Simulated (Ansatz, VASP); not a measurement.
**Two plane-wave programs on Mo3H2**

```
CELL_PARAMETERS angstrom
4.31455 0.00000 0.00000
-2.15728 3.73651 0.00000
0.00000 0.00000 3.42690
ATOMIC_POSITIONS crystal
H 0.33333 0.66667 0.19087
H 0.66667 0.33333 0.80913
Mo 0.00000 0.00000 0.00000
Mo 0.33333 0.66667 0.69188
Mo 0.66667 0.33333 0.30812
```

Alike in both runs: functional PBE; k mesh 6 × 6 × 6; occupations gaussian, width 0.1 eV; no spin polarisation.

Ansatz relaxed the structure, and its values are those at the end. VASP's run is a single point on that final structure, the one shown.

|  | VASP | Ansatz |
| --- | --- | --- |
| version | VASP 6.6.1 | Ansatz 0.2.0 |
| potentials or method | VASP PAW PBE potentials, release 64 (H, Mo_sv), cutoff 520 eV | scalar-relativistic, plane waves, PAW |
| valence electrons in the cell | 44 | 44 |

VASP gave:

* gap on the k mesh at the Fermi level (eV): none
* pressure (GPa): 0.7
* rms of the force components (eV/Å): 0.014

Question: Which values does Ansatz return?

Answer: gap on the k mesh at the Fermi level (eV): none; pressure (GPa): 0.3; rms of the force components (eV/Å): 0.012.

A gap of «none» marks a metal or a gap that the smearing closes.
